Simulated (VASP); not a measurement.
Wanted: the native input for a VASP 6.6.1 run.

* Task: relaxation of the atoms
* Functional: PBE
* Dispersion: D3(BJ)
* Potentials or basis: VASP PAW PBE potentials, release 64 (S, Cd)
* Cutoff: 520 eV
* k mesh: 2 × 2 × 1
* Occupations: gaussian, width 0.05 eV
* Spin: no spin polarisation
* Dipole correction: yes
* Atoms held fixed (from 0): [0, 1, 2, 3, 8, 9, 10, 11]
* Further INCAR settings: LREAL = Auto; ALGO = Normal; EDIFF = 1e-06; IBRION = 2; EDIFFG = -0.03; NSW = 90

The structure of CdS lies in POSCAR:

```
CdS
1.0
    8.2750818194      0.0000000000      0.0000000000
   -4.1375409097      7.1664310740      0.0000000000
    0.0000000000      0.0000000000     20.2228600078
S Cd
8 8
Selective dynamics
Direct
    0.5000000000      0.0000000000      0.3955919191  F F F
    0.5000000000      0.5000000000      0.3955919191  F F F
    0.0000000000      0.0000000000      0.3955919191  F F F
    0.0000000000      0.5000000000      0.3955919191  F F F
    0.6666666667      0.8333333333      0.5626448485  T T T
    0.6666666667      0.3333333333      0.5626448485  T T T
    0.1666666667      0.8333333333      0.5626448485  T T T
    0.1666666667      0.3333333333      0.5626448485  T T T
    0.1666666667      0.8333333333      0.4373551515  F F F
    0.1666666667      0.3333333333      0.4373551515  F F F
    0.6666666667      0.8333333333      0.4373551515  F F F
    0.6666666667      0.3333333333      0.4373551515  F F F
    0.3333333333      0.6666666667      0.6044080809  T T T
    0.3333333333      0.1666666667      0.6044080809  T T T
    0.8333333333      0.6666666667      0.6044080809  T T T
    0.8333333333      0.1666666667      0.6044080809  T T T
```

The input as run:

INCAR

```
SYSTEM = CdS
ALGO = Normal ; DIPOL = 0.5 0.5 0.500
EDIFF = 1E-6 ; EDIFFG = -0.03
ENCUT = 520 ; GGA = PE
IBRION = 2 ; IDIPOL = 3
ISIF = 2 ; ISMEAR = 0
IVDW = 12 ; LASPH = .True.
LCHARG = .False. ; LDIPOL = .True.
LREAL = Auto ; LUSENCCL = .False.
LWAVE = .False. ; NELM = 100
NSW = 90 ; PREC = Accurate
SIGMA = 0.05
```

KPOINTS

```
k-points
0
Gamma
  2 2 1
  0 0 0
```

Potentials or basis: VASP PAW PBE potentials, release 64 (S, Cd).

Run with:

```console
$ cat potpaw_PBE.64/S/POTCAR potpaw_PBE.64/Cd/POTCAR > POTCAR
$ mpirun -np 1 vasp_std > vasp.out
```

It gave:

```yaml
Energy_gained_by_relaxing: 116.4 meV/atom
Ionic_steps: 34
Band_gap_on_the_k_mesh: 1.09 eV
Dispersion_energy_per_atom: -0.229 eV
```

Caveat: the k points lie up to 0.44 Å⁻¹ apart.

It took 27 min on 1 × NVIDIA H100 80GB with 1 thread of AMD EPYC 7R13 Processor (Zen 3), on a shared host, peak memory 1.8 GiB.
